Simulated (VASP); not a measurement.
# Cs (I4_1/amd) in VASP: further runs

The runs below take Cs through single point, with BLYP, PBE+D3(BJ), PBE.

All numbers are computed with VASP 6.6.1; they aren't measurements. Logs are shortened: lines on timing, memory, paths and dates and some standing lists are left out, and cuts for length are marked.

## 1. The cell of the first run

The structure is tetragonal, space group I4_1/amd (No. 141). The conventional cell has a = 5.108 Å, b = 5.108 Å, c = 19.192 Å, α = 90.00°, β = 90.00°, γ = 90.00°.

## 2. Single point, BLYP

The input, INCAR:

```
SYSTEM = Cs
AGGAC = 1.0
AGGAX = 1.0
ALDAC = 0.0
ALDAX = 1.0
ALGO = Fast
EDIFF = 1E-6
ENCUT = 520
GGA = B5
ISIF = 2
ISMEAR = 0
LASPH = .TRUE.
LCHARG = .FALSE.
LREAL = .FALSE.
LWAVE = .FALSE.
NBANDS = 16
NELM = 60
PREC = Accurate
SIGMA = 0.1
```

The input, KPOINTS:

```
k-points
0
G
  4 4 4
  0 0 0
```

The input, POSCAR:

```
Cs
1.0
   -2.5538463026      2.5538463026      9.5960667852
    2.5538463026     -2.5538463026      9.5960667852
    2.5538463026      2.5538463026     -9.5960667852
Cs
2
Direct
    0.2500000000      0.7500000000      0.5000000000
    0.5000000000      0.5000000000      0.0000000000
```

Potentials or basis: VASP PAW PBE potentials, release 64 (Cs_sv).

Command:

```
> cat potpaw_PBE.64/Cs_sv/POTCAR > POTCAR
> mpirun -np 1 vasp_std > vasp.out
```

OUTCAR:

```text
SYSTEM = Cs
   EDIFF = 1E-6
   ENCUT = 520
   GGA = B5
   ISIF = 2
   ISMEAR = 0
   LASPH = .TRUE.
   LREAL = .FALSE.
   NELM = 60
   PREC = Accurate

 ion  position               nearest neighbor table
   1  0.250  0.750  0.500-
   2  0.500  0.500  0.000-

  LATTYP: Found a body centered tetragonal cell.
 ALAT       =     5.1076926052
 C/A-ratio  =     3.7574958115

  Lattice vectors:

 A1 = (  -2.5538463026,   2.5538463026,   9.5960667852)
 A2 = (   2.5538463026,  -2.5538463026,   9.5960667852)
 A3 = (   2.5538463026,   2.5538463026,  -9.5960667852)

Analysis of symmetry for initial positions (statically):
=====================================================================
 Subroutine PRICEL returns:
 Original cell was already a primitive cell.

 Routine SETGRP: Setting up the symmetry group for a
 body centered tetragonal supercell.

 Subroutine GETGRP returns: Found 16 space group operations
 (whereof  8 operations were pure point group operations)
 out of a pool of 16 trial point group operations.

The static configuration has the point symmetry D_2d.
 The point group associated with its full space group is D_4h.

Analysis of symmetry for dynamics (positions and initial velocities):
=====================================================================
 Subroutine PRICEL returns:
 Original cell was already a primitive cell.

 Routine SETGRP: Setting up the symmetry group for a
 body centered tetragonal supercell.

 Subroutine GETGRP returns: Found 16 space group operations
 (whereof  8 operations were pure point group operations)
 out of a pool of 16 trial point group operations.

The dynamic configuration has the point symmetry D_2d.
 The point group associated with its full space group is D_4h.

 Subroutine INISYM returns: Found 16 space group operations
 (whereof  8 operations are pure point group operations),
 and found     1 'primitive' translations

----------------------------------------------------------------------------------------

                                     Primitive cell

  volume of cell :     250.3472

  direct lattice vectors                    reciprocal lattice vectors
    -2.553846303  2.553846303  9.596066785     0.000000000  0.195783121  0.052104681
     2.553846303 -2.553846303  9.596066785     0.195783121  0.000000000  0.052104681
     2.553846303  2.553846303 -9.596066785     0.195783121  0.195783121  0.000000000

  length of vectors
    10.253231667 10.253231667 10.253231667     0.202597947  0.202597947  0.276879145

  position of ions in fractional coordinates (direct lattice)
     0.250000000  0.750000000  0.500000000
     0.500000000  0.500000000  0.000000000

  ion indices of the primitive-cell ions
   primitive index   ion index
                 1           1
                 2           2

----------------------------------------------------------------------------------------

 KPOINTS: k-points

Automatic generation of k-mesh.
 Grid dimensions read from file:
 generate k-points for:    4    4    4

 Generating k-lattice:

  Cartesian coordinates                     Fractional coordinates (reciprocal lattice)
     0.000000000  0.048945780  0.013026170     0.250000000  0.000000000  0.000000000
     0.048945780  0.000000000  0.013026170     0.000000000  0.250000000  0.000000000
     0.048945780  0.048945780  0.000000000     0.000000000  0.000000000  0.250000000

  Length of vectors
     0.050649487  0.050649487  0.069219786

  Shift w.r.t. Gamma in fractional coordinates (k-lattice)
     0.000000000  0.000000000  0.000000000

 Subroutine IBZKPT returns following result:
 ===========================================

 Found     13 irreducible k-points:

 Following reciprocal coordinates:
            Coordinates               Weight
  0.000000  0.000000  0.000000      1.000000
  0.250000 -0.000000  0.000000      8.000000
  0.500000 -0.000000  0.000000      4.000000
  0.250000  0.250000  0.000000      8.000000
  0.500000  0.250000  0.000000     16.000000
 -0.250000  0.250000  0.000000      4.000000
  0.500000  0.500000  0.000000      2.000000
  0.250000  0.250000  0.250000      2.000000
 -0.250000  0.250000  0.250000      4.000000
  0.500000  0.500000  0.250000      4.000000
 -0.250000  0.500000  0.250000      8.000000
 -0.250000 -0.250000  0.250000      2.000000
  0.500000  0.500000  0.500000      1.000000
   k-points           NKPTS =     13   k-points in BZ     NKDIM =     13   number of bands    NBANDS=     16
   number of dos      NEDOS =    301   number of ions     NIONS =      2
   total plane-waves  NPLWV = 512000
   dimension x,y,z NGX =    80 NGY =   80 NGZ =   80
   dimension x,y,z NGXF=   160 NGYF=  160 NGZF=  160
   ions per type =               2
   NGX,Y,Z   is equivalent  to a cutoff of  12.97, 12.97, 12.97 a.u.
   NGXF,Y,Z  is equivalent  to a cutoff of  25.94, 25.94, 25.94 a.u.
 SYSTEM =  Cs
   PREC   = accura    normal or accurate (medium, high low for compatibility)
   ISTART =      0    job   : 0-new  1-cont  2-samecut
   ICHARG =      2    charge: 1-file 2-atom 10-const
   ISPIN  =      1    spin polarized calculation?
   LNONCOLLINEAR =      F non collinear calculations
   LSORBIT =      F    spin-orbit coupling
   LASPH  =      T    aspherical Exc in radial PAW
   ENCUT  =  520.0 eV  38.22 Ry    6.18 a.u.  19.06 19.06 19.06*2*pi/ulx,y,z
   NELM   =     60;   NELMIN=  2; NELMDL= -5     # of ELM steps
   EDIFF  = 0.1E-05   stopping-criterion for ELM
   LREAL  =      F    real-space projection
   EDIFFG = 0.1E-04   stopping-criterion for IOM
   NSW    =      0    number of steps for IOM
   IBRION =     -1    ionic relax: 0-MD 1-quasi-New 2-CG
   NFREE  =      0    steps in history (QN), initial steepest desc. (CG)
   ISIF   =      2    stress and relaxation
   ISYM   =      2    0-nonsym 1-usesym 2-fastsym
   POTIM  = 0.5000    time-step for ionic-motion
   TEBEG  =    0.0;   TEEND  =   0.0 temperature during run
   PSTRESS=    0.0 pullay stress
   NELECT =      18.0000    total number of electrons
   NUPDOWN=      -1.0000    fix difference up-down
   EMIN   =  10.00;   EMAX   =-10.00  energy-range for DOS
   EFERMI =   0.00;   METHOD = LEGACY
   ISMEAR =     0;   SIGMA  =   0.10  broadening in eV -4-tet -1-fermi 0-gaus
   EFERMI_NEDOS =   21; number of points for ismear=-14 and -15
   IALGO  =     68    algorithm
   IMIX   =      4    mixing-type and parameters
     AMIX     =   0.40;   BMIX     =  1.00
     AMIX_MAG =   1.60;   BMIX_MAG =  1.00
  volume/ion in A,a.u.               =     125.17       844.71
  Fermi-wavevector in a.u.,A,eV,Ry     =   0.680745  1.286422  6.305135  0.463414
  Thomas-Fermi vector in A             =   1.759326
   LORBIT       =      0    0 simple, 1 ext, 2 COOP (PROOUT), +10 PAW based schemes
   GGA     = B5    functional components
   LHFCALC =     F    Hartree Fock is set to
   AEXX    =    0.0000 exact exchange contribution
   IVDW    =     0    specifies the selected vdW correction
   LEPSILON=     F    determine dielectric tensor
   LRPA    =     F    only Hartree local field effects (RPA)
 non-spin polarized calculation
 RMM-DIIS sequential band-by-band and
 Gauss-broadening in eV      SIGMA  =   0.10
  energy-cutoff  :      520.00
  volume of cell :      250.35
 maximum number of plane-waves:      6816
 NGX is ok and might be reduce to    80
   NGX = 39   NGY = 39   NGZ = 39

 number of electron      18.0000001 magnetization

 Free energy of the ion-electron system (eV)
  ---------------------------------------------------
  ext. energy  EPLUGINS =         0.00000000
  ---------------------------------------------------
  free energy    TOTEN  =        -0.98183558 eV

  energy without entropy =       -0.97256428  energy(sigma->0) =       -0.97719993

 E-fermi :   0.8433     XC(G=0):  -4.7480

 val. band max:        0.5320573298   @ k =   0.5000  -0.0000   0.0000
 cond. band min:       0.8529787984   @ k =   0.2500  -0.0000   0.0000
 fundamental gap:      0.3209214685
 Fermi energy:         0.8433011190

 k-point     1 :       0.0000    0.0000    0.0000
  band No.  band energies     occupation
      1     -23.3429      2.00000
      2     -23.3385      2.00000
      3     -10.2518      2.00000
      4     -10.1370      2.00000
      5     -10.1279      2.00000
      6     -10.1279      2.00000
[... 8 lines left out ...]
     15       3.6923      0.00000
     16       3.7430      0.00000

 k-point     2 :       0.2500   -0.0000    0.0000
  band No.  band energies     occupation
      1     -23.3399      2.00000
      2     -23.3364      2.00000
      3     -10.2354      2.00000
      4     -10.2000      2.00000
      5     -10.1892      2.00000
      6     -10.1401      2.00000
[... 8 lines left out ...]
     15       2.9740      0.00000
     16       3.6114      0.00000

 k-point     3 :       0.5000   -0.0000    0.0000
  band No.  band energies     occupation
      1     -23.3366      2.00000
      2     -23.3345      2.00000
      3     -10.2697      2.00000
      4     -10.2636      2.00000
      5     -10.2022      2.00000
      6     -10.1500      2.00000
[... 8 lines left out ...]
     15       3.1373      0.00000
     16       3.3594      0.00000

 k-point     4 :       0.2500    0.2500    0.0000
  band No.  band energies     occupation
      1     -23.3366      2.00000
      2     -23.3345      2.00000
      3     -10.2172      2.00000
      4     -10.1990      2.00000
      5     -10.1920      2.00000
      6     -10.1840      2.00000
[... 8 lines left out ...]
     15       2.7547      0.00000
     16       3.0504      0.00000

 k-point     5 :       0.5000    0.2500    0.0000
  band No.  band energies     occupation
      1     -23.3337      2.00000
      2     -23.3322      2.00000
      3     -10.2610      2.00000
      4     -10.2550      2.00000
      5     -10.1957      2.00000
      6     -10.1877      2.00000
[... 8 lines left out ...]
     15       2.8643      0.00000
     16       3.0364      0.00000

 k-point     6 :      -0.2500    0.2500    0.0000
  band No.  band energies     occupation
      1     -23.3371      2.00000
      2     -23.3340      2.00000
      3     -10.2264      2.00000
      4     -10.1929      2.00000
      5     -10.1899      2.00000
      6     -10.1892      2.00000
[... 8 lines left out ...]
     15       2.5304      0.00000
     16       3.1352      0.00000

 k-point     7 :       0.5000    0.5000    0.0000
  band No.  band energies     occupation
      1     -23.3304      2.00000
      2     -23.3304      2.00000
      3     -10.2522      2.00000
      4     -10.2522      2.00000
      5     -10.2461      2.00000
      6     -10.2461      2.00000
[... 8 lines left out ...]
     15       3.0679      0.00000
     16       3.0868      0.00000

 k-point     8 :       0.2500    0.2500    0.2500
  band No.  band energies     occupation
      1     -23.3304      2.00000
      2     -23.3304      2.00000
      3     -10.2522      2.00000
      4     -10.2522      2.00000
      5     -10.2461      2.00000
      6     -10.2461      2.00000
[... 8 lines left out ...]
     15       2.8145      0.00000
     16       2.8146      0.00000

 k-point     9 :      -0.2500    0.2500    0.2500
  band No.  band energies     occupation
      1     -23.3366      2.00000
      2     -23.3345      2.00000
      3     -10.2717      2.00000
      4     -10.2612      2.00000
      5     -10.2028      2.00000
      6     -10.1498      2.00000
[... 8 lines left out ...]
     15       3.0931      0.00000
     16       3.3385      0.00000

 k-point    10 :       0.5000    0.5000    0.2500
  band No.  band energies     occupation
      1     -23.3356      2.00000
      2     -23.3356      2.00000
      3     -10.2047      2.00000
      4     -10.2047      2.00000
      5     -10.1861      2.00000
      6     -10.1861      2.00000
[... 8 lines left out ...]
     15       3.0078      0.00000
     16       3.0393      0.00000

 k-point    11 :      -0.2500    0.5000    0.2500
  band No.  band energies     occupation
      1     -23.3389      2.00000
      2     -23.3374      2.00000
      3     -10.2157      2.00000
      4     -10.2032      2.00000
      5     -10.1841      2.00000
      6     -10.1625      2.00000
[... 8 lines left out ...]
     15       2.9137      0.00000
     16       3.4703      0.00000

 k-point    12 :      -0.2500   -0.2500    0.2500
  band No.  band energies     occupation
      1     -23.3423      2.00000
      2     -23.3392      2.00000
      3     -10.2354      2.00000
      4     -10.1543      2.00000
      5     -10.1315      2.00000
      6     -10.1315      2.00000
[... 8 lines left out ...]
     15       3.4093      0.00000
     16       3.4093      0.00000

 k-point    13 :       0.5000    0.5000    0.5000
  band No.  band energies     occupation
      1     -23.3408      2.00000
      2     -23.3408      2.00000
      3     -10.1952      2.00000
      4     -10.1952      2.00000
      5     -10.1337      2.00000
      6     -10.1337      2.00000
[... 8 lines left out ...]
     15       3.2928      0.00000
     16       3.2928      0.00000

------------------------ aborting loop because EDIFF is reached ----------------------------------------

  FORCE on cell =-STRESS in cart. coord.  units (eV):
  Direction    XX          YY          ZZ          XY          YZ          ZX
  --------------------------------------------------------------------------------------
  -------------------------------------------------------------------------------------
  Total        0.1899107      0.1899107      0.1800275      0.0000000     -0.0000000     -0.0000000
  in kB        1.2153948      1.2153948      1.1521438      0.0000000     -0.0000000     -0.0000000
  external PRESSURE =       1.1943111 kB  Pullay stress =       0.0000000 kB

 VOLUME and BASIS-vectors are now :
 -----------------------------------------------------------------------------
  energy-cutoff  :      520.00
  volume of cell :      250.35
      direct lattice vectors                 reciprocal lattice vectors
    -2.553846303  2.553846303  9.596066785     0.000000000  0.195783121  0.052104681
     2.553846303 -2.553846303  9.596066785     0.195783121  0.000000000  0.052104681
     2.553846303  2.553846303 -9.596066785     0.195783121  0.195783121  0.000000000

 POSITION                                       TOTAL-FORCE (eV/Angst)
 -----------------------------------------------------------------------------------
      2.55385      0.00000      4.79803         0.000000      0.000000     -0.000000
      0.00000      0.00000      9.59607        -0.000000     -0.000000      0.000000
 -----------------------------------------------------------------------------------
    total drift:                                0.000000     -0.000000      0.000000

  FREE ENERGIE OF THE ION-ELECTRON SYSTEM (eV)
  ---------------------------------------------------
  free  energy   TOTEN  =        -0.9818355775 eV

  energy  without entropy=       -0.9725642843  energy(sigma->0) =       -0.97719993
```

It used 440 s of CPU time on 1 thread of AMD EPYC 7R13 Processor (Zen 3), with other jobs on the host.

What came out:

- Free energy: -0.9818 eV
- Pressure: 0.1 GPa
- Band gap on the k mesh: zero (band 9 reaches 1.31 eV, above the bottom of band 10 at -0.36 eV)

Caveat: the k points lie up to 0.43 Å⁻¹ apart; the PAW data sets were made with another functional, which shifts forces and pressure a little; spin-orbit coupling is left out, which moves the levels of the heavy elements.

## 3. Single point, PBE+D3(BJ)

The input, INCAR:

```
SYSTEM = Cs
PREC     = Accurate       ! precision mode
ENCUT    = 520            ! plane-wave cutoff, eV
EDIFF    = 1E-6           ! SCF threshold, eV
ISMEAR   = 0              ! smearing method
SIGMA    = 0.1            ! smearing width, eV
LREAL    = .FALSE.        ! projectors in reciprocal space
LASPH    = .TRUE.         ! aspherical terms in the spheres
NELM     = 60             ! most SCF steps
ALGO     = Normal         ! electronic algorithm
ISIF     = 2              ! what is computed and relaxed
LWAVE    = .FALSE.        ! write WAVECAR
LCHARG   = .FALSE.        ! write CHGCAR
GGA      = PE             ! functional
IVDW     = 12             ! dispersion correction
NBANDS   = 16             ! bands
```

The input, KPOINTS:

```
Automatic mesh
0
G
  4 4 4
  0 0 0
```

POSCAR is that of step 2.

Potentials or basis: VASP PAW PBE potentials, release 64 (Cs_sv).

Command:

```
> cat potpaw_PBE.64/Cs_sv/POTCAR > POTCAR
> mpirun -np 1 vasp_std > vasp.out
```

Run time: 5.2 min. Hardware: 1 thread of AMD EPYC 7R13 (Zen 3), shared host; peak memory 0.78 GiB.

It converged, with:

| Item | Value |
| --- | --- |
| Free energy | -1.7611 eV |
| Pressure | -0.1 GPa |
| Band gap on the k mesh | zero (band 9 reaches 0.83 eV, above the bottom of band 10 at -0.81 eV) |
| Dispersion energy per atom | -0.080 eV |

Levels at points of the mesh, in eV from the Fermi level:
```csv
k point,band 6,band 7,band 8,band 9,band 10,band 11,band 12,band 13
"(0.00, 0.00, 0.00)",-10.86,-10.86,-10.86,-1.73,-0.25,0.40,1.42,1.43
"(0.50, 0.00, 0.00)",-10.88,-10.85,-10.84,-0.24,0.21,0.28,0.90,1.16
"(0.50, 0.50, 0.00)",-10.98,-10.89,-10.89,0.42,0.42,1.12,1.12,1.54
"(0.50, 0.50, 0.50)",-10.87,-10.85,-10.85,-1.21,-1.21,1.10,1.10,1.64
```

Caveat: the k points lie up to 0.43 Å⁻¹ apart; spin-orbit coupling is left out, which moves the levels of the heavy elements; pairwise dispersion overbinds metals, which lowers pressure and volume.

## 4. Single point, PBE

The input, INCAR:

```
ALGO = Fast ; EDIFF = 1E-7
ENCUT = 520 ; GGA = PE
ISIF = 2 ; ISMEAR = 1
LASPH = T ; LCHARG = F
LREAL = F ; LWAVE = F
NBANDS = 16 ; NELM = 80
PREC = Accurate ; SIGMA = 0.0089
```

The input, KPOINTS:

```
k-points
0
Gamma
  4 4 4
```

POSCAR is that of step 3.

Command:

```
> cat potpaw_PBE.64/Cs_sv/POTCAR > POTCAR
> mpirun -np 1 vasp_std > vasp.out
```

It took 6.8 min on 1 thread of AMD EPYC 7R13 (Zen 3), shared host; peak memory 0.87 GiB.

Results (log left out):

```yaml
Free_energy: -1.5931 eV
Pressure: 0.0 GPa
Band_gap_on_the_k_mesh: zero (band 9 reaches 0.83 eV, above the bottom of band 10 at -0.80 eV)
```

Levels at points of the mesh, in eV from the Fermi level:
```tsv
k point	band 6	band 7	band 8	band 9	band 10	band 11	band 12	band 13
(0.00, 0.00, 0.00)	-10.89	-10.88	-10.88	-1.76	-0.28	0.38	1.40	1.40
(0.50, 0.00, 0.00)	-10.90	-10.88	-10.87	-0.26	0.19	0.26	0.87	1.14
(0.50, 0.50, 0.00)	-11.00	-10.91	-10.91	0.39	0.39	1.09	1.09	1.52
(0.50, 0.50, 0.50)	-10.89	-10.88	-10.88	-1.24	-1.24	1.07	1.07	1.61
```

Caveat: the k points lie up to 0.43 Å⁻¹ apart; spin-orbit coupling is left out, which moves the levels of the heavy elements.

## 5. The runs side by side

```tsv
level	smearing	gap on the mesh (eV)	pressure (GPa)
BLYP	gaussian 0.1 eV	none	0.1
PBE+D3(BJ)	gaussian 0.1 eV	none	-0.1
PBE	methfessel-paxton 0.0089 eV	none	0.0
```

Alike in all rows: task single point; potentials or basis VASP PAW PBE potentials, release 64 (Cs_sv); no spin polarisation; cell as given; k mesh 4 × 4 × 4; cutoff (eV) 520.

Caveats: all runs use coarse meshes; spin-orbit coupling is left out, which moves the levels of the heavy elements; the PAW data sets were made with another functional, which shifts forces and pressure a little (some runs); pairwise dispersion overbinds metals, which lowers pressure and volume (some runs).

Total energies depend on the potentials used, so only differences within one code and one set of settings carry meaning.
